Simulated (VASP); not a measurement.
A run of VASP 6.6.1 is set up as follows.

The input INCAR:

```
PREC = Accurate
ENCUT = 600
EDIFF = 1E-7
ISMEAR = -1
SIGMA = 0.05
LREAL = F
LASPH = T
NELM = 120
ALGO = Normal
ISIF = 3
LWAVE = F
LCHARG = F
GGA = CA
IBRION = 2
NSW = 60
EDIFFG = -0.01
GGA_COMPAT = F
NELMIN = 4
```

File KPOINTS:

```
regular mesh
0
Gamma
  8 8 8
```

File POSCAR:

```
PbF2
1.0
    0.0000000000      2.9636600000      2.9636600000
    2.9636600000      0.0000000000      2.9636600000
    2.9636600000      2.9636600000      0.0000000000
Pb F
1 2
Direct
    0.0000000000      0.0000000000      0.0000000000
    0.7500000000      0.7500000000      0.7500000000
    0.2500000000      0.2500000000      0.2500000000
```

Potentials or basis: VASP PAW LDA potentials, release 64 (Pb_d, F).

Command:

```console
$ cat potpaw_LDA.64/Pb_d/POTCAR potpaw_LDA.64/F/POTCAR > POTCAR
$ mpirun -np 1 vasp_std > vasp.out
```

(1) Estimate the band gap on the k mesh.

(2) What does it give for the space group after relaxing (to 0.1 Å)?

(3) What does it give for the relaxed volume?

(4) What does it give for the relaxed cell?

Answers

(1) 4.20 eV (least direct gap 4.37 eV).

(2) Fm-3m (No. 225).

(3) 16.34 Å³/atom.

(4) a = 4.108 Å, b = 4.108 Å, c = 4.108 Å, α = 60.00°, β = 60.00°, γ = 60.00°.

Caveat: spin-orbit coupling is left out, which moves the levels of the heavy elements.
